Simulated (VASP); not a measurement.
Runs of VASP 6.6.1 on Hf2N. It takes space group P4_2/mnm (No. 136, tetragonal). The conventional cell has a = 5.313 Å, b = 5.313 Å, c = 3.242 Å, α = 90.00°, β = 90.00°, γ = 90.00°. Hf (site symmetry m2m) has 3 N at 2.22 to 2.23 Å within 2.9 Å. N (site symmetry mmm) has 6 Hf at 2.22 to 2.23 Å within 2.9 Å. 

```csv
task,cell,k mesh,cutoff (eV),smearing,gap on the mesh (eV),pressure (GPa),largest force (eV/Å)
single point,as given,4 × 4 × 6,520,gaussian 0.05 eV,none,-0.1,0.11
single point,as given,2 × 2 × 4,520,gaussian 0.1 eV,none,(a),0.09
single point,as given,8 × 8 × 12,520,methfessel-paxton 0.01 eV,none,-0.1,-
relaxation of cell and atoms,relaxed,4 × 4 × 6,600,gaussian 0.1 eV,none,0.1,-
single point,as given,4 × 4 × 6,520,gaussian 0.01 eV,none,-0.1,0.12
single point,as given,8 × 8 × 12,520,methfessel-paxton 0.3 eV,none,0.0,-
single point,as given,4 × 4 × 4,520,gaussian 0.1 eV,none,0.1,0.19
single point,as given,8 × 8 × 12,520,gaussian 0.3 eV,none,0.1,-
```

Alike in all rows: level r2SCAN; potentials or basis VASP PAW PBE potentials, release 64 (Hf_pv, N); no spin polarisation.

Q: Fill in the values left out.

A: (a) -0.3.

Caveats: some runs use coarse meshes; the PAW data sets were made with another functional, which shifts forces and pressure a little; spin-orbit coupling is left out, which moves the levels of the heavy elements; so wide a smearing shifts energies and pressures (at least some runs).

A k mesh can miss the band edges, and the runs leave out spin-orbit coupling on Hf.

A gap of «none» marks levels without a gap at the run's occupations.
